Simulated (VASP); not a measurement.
# YMg2O2 (I4/mmm) in VASP: notebook

YMg2O2 is run at these levels: PBE; tasks: single point.

All numbers are computed with VASP 6.6.1; they aren't measurements. Logs are shortened: lines on timing, memory, paths and dates and some standing lists are left out, and cuts for length are marked.

## (1) The cell of the first run

It takes space group I4/mmm (No. 139, tetragonal). The conventional cell has a = 5.442 Å, b = 5.442 Å, c = 5.182 Å, α = 90.00°, β = 90.00°, γ = 90.00°. Y (site symmetry 4/mmm) has 2 O at 1.93 Å within 2.6 Å. Within 3.4 Å of Mg (site symmetry mmm) lie 2 Mg at 2.59 Å and 2 Y at 2.72 Å and 8 O at 2.80 to 3.34 Å. Within 1.8 Å of O (site symmetry 4mm) lie 1 O at 1.32 Å.

## (2) Single point, PBE

The input, INCAR:

```
SYSTEM = YMg2O2
PREC = Accurate ; ENCUT = 520
EDIFF = 1E-7 ; ISMEAR = 0
SIGMA = 0.1 ; LREAL = .FALSE.
LASPH = .TRUE. ; NELM = 100
ALGO = Normal ; ISIF = 2
LWAVE = .FALSE. ; LCHARG = .FALSE.
GGA = PE ; NBANDS = 22
```

The input, KPOINTS:

```
regular mesh
0
G
  4 4 4
  0 0 0
```

The input, POSCAR:

```
YMg2O2
1.0
   -2.7211163800      2.7211163800      2.5910170900
    2.7211163800     -2.7211163800      2.5910170900
    2.7211163800      2.7211163800     -2.5910170900
Y Mg O
1 2 2
Direct
    0.5000000000      0.5000000000      0.0000000000
    0.5000000000      0.0000000000      0.5000000000
    0.0000000000      0.5000000000      0.5000000000
    0.8722972600      0.8722972600      0.0000000000
    0.1277027400      0.1277027400      0.0000000000
```

Potentials or basis: VASP PAW PBE potentials, release 64 (Y_sv, Mg, O).

The run is started by

```console
$ cat potpaw_PBE.64/Y_sv/POTCAR potpaw_PBE.64/Mg/POTCAR potpaw_PBE.64/O/POTCAR > POTCAR
$ mpirun -np 1 vasp_std > vasp.out
```

OUTCAR:

```text
SYSTEM = YMg2O2
   PREC = Accurate
   ENCUT = 520
   EDIFF = 1E-7
   ISMEAR = 0
   LREAL = .FALSE.
   LASPH = .TRUE.
   NELM = 100
   ISIF = 2
   GGA = PE

 ion  position               nearest neighbor table
   1  0.500  0.500  0.000-   4 1.93   5 1.93   2 2.72   3 2.72   2 2.72   3 2.72   2 3.76   3 3.76
                             2 3.76   2 3.76   3 3.76   3 3.76   2 3.76   3 3.76
   2  0.500  0.000  0.500-   3 2.59   3 2.59   1 2.72   1 2.72   5 2.80   5 2.80   4 2.80   4 2.80
                             1 3.76   1 3.76   1 3.76   1 3.76
   3  0.000  0.500  0.500-   2 2.59   2 2.59   1 2.72   1 2.72   5 2.80   4 2.80   5 2.80   4 2.80
                             1 3.76   1 3.76   1 3.76   1 3.76
   4  0.872  0.872  0.000-   5 1.32   1 1.93   2 2.80   3 2.80   2 2.80   3 2.80
   5  0.128  0.128  0.000-   4 1.32   1 1.93   3 2.80   2 2.80   3 2.80   2 2.80

  LATTYP: Found a body centered tetragonal cell.
 ALAT       =     5.4422327600
 C/A-ratio  =     0.9521890019

  Lattice vectors:

 A1 = (  -2.7211163800,   2.7211163800,   2.5910170900)
 A2 = (   2.7211163800,  -2.7211163800,   2.5910170900)
 A3 = (   2.7211163800,   2.7211163800,  -2.5910170900)

Analysis of symmetry for initial positions (statically):
=====================================================================
 Subroutine PRICEL returns:
 Original cell was already a primitive cell.

 Routine SETGRP: Setting up the symmetry group for a
 body centered tetragonal supercell.

 Subroutine GETGRP returns: Found 16 space group operations
 (whereof 16 operations were pure point group operations)
 out of a pool of 16 trial point group operations.

The static configuration has the point symmetry D_4h.

Analysis of symmetry for dynamics (positions and initial velocities):
=====================================================================
 Subroutine PRICEL returns:
 Original cell was already a primitive cell.

 Routine SETGRP: Setting up the symmetry group for a
 body centered tetragonal supercell.

 Subroutine GETGRP returns: Found 16 space group operations
 (whereof 16 operations were pure point group operations)
 out of a pool of 16 trial point group operations.

The dynamic configuration has the point symmetry D_4h.

 Subroutine INISYM returns: Found 16 space group operations
 (whereof 16 operations are pure point group operations),
 and found     1 'primitive' translations

----------------------------------------------------------------------------------------
[... 79 lines left out ...]
   ISTART =      0    job   : 0-new  1-cont  2-samecut
   ICHARG =      2    charge: 1-file 2-atom 10-const
   ISPIN  =      1    spin polarized calculation?
   LNONCOLLINEAR =      F non collinear calculations
   LSORBIT =      F    spin-orbit coupling
   LASPH  =      T    aspherical Exc in radial PAW
   ENCUT  =  520.0 eV  38.22 Ry    6.18 a.u.   8.63  8.63  8.63*2*pi/ulx,y,z
   NELM   =    100;   NELMIN=  2; NELMDL= -5     # of ELM steps
   EDIFF  = 0.1E-06   stopping-criterion for ELM
   LREAL  =      F    real-space projection
   EDIFFG = 0.1E-05   stopping-criterion for IOM
   NSW    =      0    number of steps for IOM
   IBRION =     -1    ionic relax: 0-MD 1-quasi-New 2-CG
   NFREE  =      0    steps in history (QN), initial steepest desc. (CG)
   ISIF   =      2    stress and relaxation
   ISYM   =      2    0-nonsym 1-usesym 2-fastsym
   POTIM  = 0.5000    time-step for ionic-motion
   TEBEG  =    0.0;   TEEND  =   0.0 temperature during run
   PSTRESS=    0.0 pullay stress
   NELECT =      27.0000    total number of electrons
   NUPDOWN=      -1.0000    fix difference up-down
   EMIN   =  10.00;   EMAX   =-10.00  energy-range for DOS
[... 5 lines left out ...]
     AMIX     =   0.40;   BMIX     =  1.00
     AMIX_MAG =   1.60;   BMIX_MAG =  1.00
  volume/ion in A,a.u.               =      15.35       103.57
  Fermi-wavevector in a.u.,A,eV,Ry     =   1.155725  2.184004 18.173312  1.335701
  Thomas-Fermi vector in A             =   2.292351
   LORBIT       =      0    0 simple, 1 ext, 2 COOP (PROOUT), +10 PAW based schemes
   GGA     = PE    functional components
   LHFCALC =     F    Hartree Fock is set to
[... 5 lines left out ...]
 Gauss-broadening in eV      SIGMA  =   0.10
  energy-cutoff  :      520.00
  volume of cell :       76.74
 maximum number of plane-waves:      2080
 NGX is ok and might be reduce to    36
   NGX = 17   NGY = 17   NGZ = 17

 number of electron      26.9999998 magnetization

 Free energy of the ion-electron system (eV)
  ---------------------------------------------------
  ext. energy  EPLUGINS =         0.00000000
  ---------------------------------------------------
  free energy    TOTEN  =       -18.20303273 eV

  energy without entropy =      -18.18673177  energy(sigma->0) =      -18.19488225

 E-fermi :   4.7475     XC(G=0):  -9.9601

 val. band max:        4.7440637696   @ k =   0.2500  -0.0000   0.0000
 cond. band min:       4.7954669747   @ k =   0.2500   0.2500   0.0000
 fundamental gap:      0.0514032052
 Fermi energy:         4.7474919863

 k-point     1 :       0.0000    0.0000    0.0000
  band No.  band energies     occupation
      1     -37.7417      2.00000
      2     -21.1705      2.00000
      3     -19.4433      2.00000
      4     -17.8889      2.00000
      5     -17.8889      2.00000
      6      -9.9532      2.00000
[... 314 lines left out ...]
     21      10.5431      0.00000
     22      10.8974      0.00000

------------------------ aborting loop because EDIFF is reached ----------------------------------------

  FORCE on cell =-STRESS in cart. coord.  units (eV):
  Direction    XX          YY          ZZ          XY          YZ          ZX
  --------------------------------------------------------------------------------------
  -------------------------------------------------------------------------------------
  Total       11.4417437     11.4417437     22.2497284      0.0000000      0.0000000      0.0000000
  in kB      238.8791768    238.8791768    464.5268210      0.0000000      0.0000000      0.0000000
  external PRESSURE =     314.0950582 kB  Pullay stress =       0.0000000 kB

 VOLUME and BASIS-vectors are now :
 -----------------------------------------------------------------------------
  energy-cutoff  :      520.00
  volume of cell :       76.74
      direct lattice vectors                 reciprocal lattice vectors
    -2.721116380  2.721116380  2.591017090     0.000000000  0.183748113  0.192974412
     2.721116380 -2.721116380  2.591017090     0.183748113  0.000000000  0.192974412
     2.721116380  2.721116380 -2.591017090     0.183748113  0.183748113  0.000000000

 POSITION                                       TOTAL-FORCE (eV/Angst)
 -----------------------------------------------------------------------------------
      0.00000      0.00000      2.59102        -0.000000     -0.000000      0.000000
      0.00000      2.72112      0.00000        -0.000000     -0.000000      0.000000
      2.72112      0.00000      0.00000        -0.000000     -0.000000      0.000000
      0.00000      0.00000      4.52027         0.000000      0.000000      0.592497
      0.00000      0.00000      0.66176        -0.000000     -0.000000     -0.592497
 -----------------------------------------------------------------------------------
    total drift:                               -0.000000     -0.000000      0.000000

  FREE ENERGIE OF THE ION-ELECTRON SYSTEM (eV)
  ---------------------------------------------------
  free  energy   TOTEN  =       -18.2030327303 eV

  energy  without entropy=      -18.1867317681  energy(sigma->0) =      -18.19488225
```

OSZICAR:

```text
N       E                     dE             d eps       ncg     rms          rms(c)
DAV:   1     0.145569635988E+03    0.14557E+03   -0.12603E+04   572   0.111E+03
DAV:   2    -0.751425292074E+01   -0.15308E+03   -0.14468E+03   684   0.256E+02
DAV:   3    -0.196439945038E+02   -0.12130E+02   -0.11910E+02   844   0.618E+01
DAV:   4    -0.203125720699E+02   -0.66858E+00   -0.66443E+00   784   0.103E+01
DAV:   5    -0.203185795603E+02   -0.60075E-02   -0.60066E-02   732   0.109E+00    0.478E+01
DAV:   6    -0.183790563407E+02    0.19395E+01   -0.85943E+00   596   0.171E+01    0.340E+01
DAV:   7    -0.182394336408E+02    0.13962E+00   -0.13741E+00   598   0.784E+00    0.109E+01
DAV:   8    -0.182068172707E+02    0.32616E-01   -0.33356E-01   704   0.340E+00    0.880E-01
DAV:   9    -0.182032646558E+02    0.35526E-02   -0.31276E-02   646   0.120E+00    0.329E-01
DAV:  10    -0.182031080620E+02    0.15659E-03   -0.27562E-03   716   0.365E-01    0.206E-01
DAV:  11    -0.182030565716E+02    0.51490E-04   -0.58982E-04   740   0.156E-01    0.762E-02
DAV:  12    -0.182030330420E+02    0.23530E-04   -0.19072E-04   758   0.901E-02    0.219E-02
DAV:  13    -0.182030327530E+02    0.28898E-06   -0.19825E-05   690   0.322E-02    0.105E-02
DAV:  14    -0.182030326744E+02    0.78660E-07   -0.12057E-06   770   0.746E-03    0.122E-03
DAV:  15    -0.182030327303E+02   -0.55886E-07   -0.15349E-07   596   0.233E-03
   1 F= -.18203033E+02 E0= -.18194882E+02  d E =-.163010E-01
```

stdout:

```text
POSCAR found type information on POSCAR Y MgO
 POSCAR found :  3 types and       5 ions
 scaLAPACK will be used
 LDA part: xc-table for (Slater+PW92), standard interpolation
 POSCAR, INCAR and KPOINTS ok, starting setup
 FFT: planning ... GRIDC
 FFT: planning ... GRID_SOFT
 FFT: planning ... GRID
 WAVECAR not read
 entering main loop
```

Wall time 33 s (1 thread of Intel Xeon Platinum 8488C (Sapphire Rapids), shared host); peak memory 0.22 GiB.

What came out:

| Item | Value |
| --- | --- |
| Free energy | -18.2030 eV |
| Pressure | 31.4 GPa |
| Largest force | 0.592 eV/Å |

Forces in eV/Å, atoms in the order of the input:
```
Y    0.000  0.000  0.000
Mg   0.000  0.000  0.000
Mg   0.000  0.000  0.000
O    0.000  0.000  0.592
O    0.000  0.000 -0.592
```

Stress tensor (GPa, compression positive):
```
23.89  0.00  0.00
 0.00 23.89  0.00
 0.00  0.00 46.45
```

Caveat: the k points lie up to 0.42 Å⁻¹ apart; an odd number of electrons without spin polarisation forces a metal; a magnetic or distorted state may lie lower.

## (3) Single point, PBE

This run uses another cell than the first one, of 24.65 Å³/atom, 1.606 times its volume.

The input, INCAR:

```
  PREC = Accurate
  ENCUT = 520
  EDIFF = 1E-6
  ISMEAR = 0
  SIGMA = 0.1
  LREAL = F
  LASPH = T
  NELM = 60
  ALGO = Normal
  ISIF = 2
  LWAVE = F
  LCHARG = F
  GGA = PE
  NBANDS = 22
```

The input, KPOINTS:

```
Automatic mesh
0
Gamma
  4 4 4
```

The input, POSCAR:

```
YMg2O2
1.0
   -3.3334402784      3.3334402784      2.7729303085
    3.3334402784     -3.3334402784      2.7729303085
    3.3334402784      3.3334402784     -2.7729303085
Y Mg O
1 2 2
Direct
    0.5000000000      0.5000000000      0.0000000000
    0.5000000000      0.0000000000      0.5000000000
    0.0000000000      0.5000000000      0.5000000000
    0.8750485931      0.8750485931      0.0000000000
    0.1249514069      0.1249514069      0.0000000000
```

Potentials or basis: VASP PAW PBE potentials, release 64 (Y_sv, Mg, O).

The run is started by

```console
$ cat potpaw_PBE.64/Y_sv/POTCAR potpaw_PBE.64/Mg/POTCAR potpaw_PBE.64/O/POTCAR > POTCAR
$ mpirun -np 1 vasp_std > vasp.out
```

Wall time 48 s (1 thread of Intel Xeon Platinum 8488C (Sapphire Rapids), shared host); peak memory 0.28 GiB.

It converged, with:

```yaml
Free_energy: -20.9739 eV
Pressure: 0.2 GPa
Largest_force: 0.234 eV/Å
```

Forces on the atoms (eV/Å):
```
Y    0.000  0.000  0.000
Mg   0.000  0.000  0.000
Mg   0.000  0.000  0.000
O    0.000  0.000 -0.234
O    0.000  0.000  0.234
```

Stress tensor (GPa, compression positive):
```
0.11 0.00 0.00
0.00 0.11 0.00
0.00 0.00 0.33
```

Levels at points of the mesh, in eV from the Fermi level:
| k point | band 9 | band 10 | band 11 | band 12 | band 13 | band 14 | band 15 | band 16 | band 17 | band 18 |
| --- | --- | --- | --- | --- | --- | --- | --- | --- | --- | --- |
| (0.00, 0.00, 0.00) | -5.97 | -4.56 | -2.55 | -2.55 | 0.49 | 0.55 | 0.94 | 2.04 | 2.04 | 3.28 |
| (0.50, 0.00, 0.00) | -6.25 | -2.76 | -2.72 | -1.80 | -1.28 | -0.24 | 0.85 | 1.41 | 2.04 | 2.18 |
| (0.50, 0.50, 0.00) | -5.96 | -3.10 | -2.72 | -2.30 | -1.74 | 0.20 | 0.97 | 1.39 | 1.61 | 3.85 |
| (0.50, 0.50, 0.50) | -6.10 | -3.36 | -2.34 | -2.34 | -0.49 | 0.04 | 0.09 | 0.09 | 1.97 | 2.95 |

Caveat: the k points lie up to 0.37 Å⁻¹ apart; an odd number of electrons without spin polarisation forces a metal; a magnetic or distorted state may lie lower.
